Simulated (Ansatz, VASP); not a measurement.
## TiAl in VASP and in Ansatz

The input INCAR:

```
SYSTEM = TiAl
  PREC = Accurate
  ENCUT = 520
  EDIFF = 1E-6
  ISMEAR = 0
  SIGMA = 0.15
  LREAL = .False.
  LASPH = .True.
  NELM = 80
  ALGO = Fast
  ISIF = 2
  LWAVE = .False.
  LCHARG = .True.
  GGA = CA
  LELF = .True.
  LVHAR = .True.
  NBANDS = 14
```

File KPOINTS:

```
regular mesh
0
Gamma
  16 16 16
  0 0 0
```

The input POSCAR:

```
TiAl
1.0
    3.4333891200      0.0000000000      0.0000000000
    0.0000000000      3.4333891200      0.0000000000
    0.0000000000      0.0000000000      3.1790640000
Ti Al
1 1
Direct
    0.0000000000      0.0000000000      0.0000000000
    0.5000000000      0.5000000000      0.5000000000
```

Input for Ansatz:

```yaml
crystal:
  lattice:
    - [3.43338912, 0.0, 0.0]
    - [0.0, 3.43338912, 0.0]
    - [0.0, 0.0, 3.179064]
  atoms:
    - { symbol: Ti, position: [0.0, 0.0, 0.0] }
    - { symbol: Al, position: [0.5, 0.5, 0.5] }
basis:
  ecutwfc: 420
kpoints:
  mp_grid: { grid: [16, 16, 16] }
hamiltonian:
  xc: lda
scf:
  occupations: { method: gaussian, width: 0.15 }
output:
  forces: true
  stress: true
  eigenvalues: true
  write_density: true
  write_potential: true
  elf: true
  volumetric_format: npy
```

Change from the starting cell: strain +0.080 along x and y, +0.000 along z, atoms carried along.

Alike in both runs: task single point; functional LDA; k mesh 16 × 16 × 16; occupations gaussian, width 0.15 eV; no spin polarisation.

```csv
,VASP,Ansatz
version,VASP 6.6.1,Ansatz 0.2.0
potentials or method,"VASP PAW LDA potentials, release 64 (Ti_sv, Al), cutoff 520 eV","scalar-relativistic, plane waves, PAW"
valence electrons in the cell,15,15
```

|  | VASP | Ansatz | Ansatz less VASP |
| --- | --- | --- | --- |
| gap on the k mesh at the Fermi level (eV) | none | none | - |
| pressure (GPa) | -16.7 | -16.8 | -0.07 |
| traceless stress, the component that is largest in VASP (GPa) | -1.75 | -1.75 | -0.001 |

LDA's correlation is that of Perdew and Zunger in VASP and of Perdew and Wang (1992) in Ansatz. A gap of «none» marks a metal or a gap that the smearing closes.
